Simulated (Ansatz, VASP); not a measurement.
**CoO: VASP beside Ansatz**

```
CELL_PARAMETERS angstrom
-1.52083 1.52083 2.09357
1.52083 -1.52083 2.09357
1.52083 1.52083 -2.09357
ATOMIC_POSITIONS crystal
Co 0.00000 0.00000 0.00000
O 0.50000 0.50000 0.00000
```

Alike in both runs: task single point; functional PBE; k mesh 20 × 20 × 20; occupations gaussian, width 0.1 eV; collinear spin.

|  | VASP | Ansatz |
| --- | --- | --- |
| version | VASP 6.6.1 | Ansatz 0.2.0 |
| potentials or method | VASP PAW PBE potentials, release 64 (Co, O), cutoff 520 eV | scalar-relativistic, plane waves, PAW |
| valence electrons in the cell | 15 | 23 |

VASP gave:

| Item | Value |
| --- | --- |
| gap on the k mesh at the Fermi level (eV) | none |
| pressure (GPa) | -2.3 |
| net moment per atom (μB) | 1.45 |
| size of the moment on the site where the two differ most (μB) | 2.56 |

Task: What did Ansatz give for the same quantities?

Result: gap on the k mesh at the Fermi level (eV): none; pressure (GPa): -1.6; net moment per atom (μB): 1.47; size of the moment on the site where the two differ most (μB): 2.48.

Site moments also hang on the region over which each program counts them. A gap of «none» marks a metal or a gap that the smearing closes. The functional is the same, so the differences come from potentials, cutoffs and numerics. VASP's potentials hold 15 valence electrons a cell and Ansatz's 23, so a difference there can come from the potentials and not from the codes.
